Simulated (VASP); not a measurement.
GaP, 2 atoms in the cell. It takes space group F-43m (No. 216, cubic). Conventional cell: a = 5.451 Å, b = 5.451 Å, c = 5.451 Å, α = 90.00°, β = 90.00°, γ = 90.00°. Within 3.1 Å of Ga (site symmetry -43m) lie 4 P at 2.36 Å. Within 3.1 Å of P (site symmetry -43m) lie 4 Ga at 2.36 Å. 

| Item | Value |
| --- | --- |
| Program | VASP 6.6.1 |
| Task | single point |
| Functional | PBEsol |
| Dispersion | D3(BJ) |
| Potentials or basis | VASP PAW PBE potentials, release 64 (Ga_d, P) |
| Cutoff | 520 eV |
| k mesh | 6 × 6 × 6 |
| Occupations | gaussian, width 0.01 eV |
| Spin | non-collinear spin, zero start, spin-orbit coupling |
| Starting moments | [[0.0, 0.0, 0.0], [0.0, 0.0, 0.0]] μB |
| Dipole correction | no |
| Further INCAR settings | ALGO = Normal; EDIFF = 1e-06; NBANDS = 30 |

Potentials or basis: VASP PAW PBE potentials, release 64 (Ga_d, P).

The run is started by

```sh
$ cat potpaw_PBE.64/Ga_d/POTCAR potpaw_PBE.64/P/POTCAR > POTCAR
$ mpirun -np 1 vasp_ncl > vasp.out
```

Hardware: 1 thread of AMD EPYC 7R13 Processor (Zen 3) (shared host).

Question: Estimate the wall time of this run.

Answer: Wall time 90 s on 1 thread of AMD EPYC 7R13 Processor (Zen 3) (shared host), peak memory 0.26 GiB. Counts: scf iterations 13, k points 22.
